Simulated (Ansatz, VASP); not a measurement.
# One calculation of LaC, two programs

```
La C
1.0
     0.00000    2.65771    2.65771
     2.65771    0.00000    2.65771
     2.65771    2.65771    0.00000
La C
1 1
Direct
  0.50000 0.50000 0.50000
  0.00000 0.00000 0.00000
```

Alike in both runs: task single point; functional PBEsol; k mesh 10 × 10 × 10; occupations gaussian, width 0.05 eV; no spin polarisation.

```csv
,VASP,Ansatz
version,VASP 6.6.1,Ansatz 0.2.0
potentials or method,"VASP PAW PBE potentials, release 64 (La, C), cutoff 520 eV","scalar-relativistic, plane waves, PAW"
valence electrons in the cell,15,15
```

```csv
,VASP,Ansatz,Ansatz less VASP
gap on the k mesh at the Fermi level (eV),none,none,-
pressure (GPa),1.7,1.7,-0.05
```

VASP's potentials were made for PBE, not for PBEsol. A gap of «none» marks a metal or a gap that the smearing closes.

Spin-orbit coupling is off throughout.
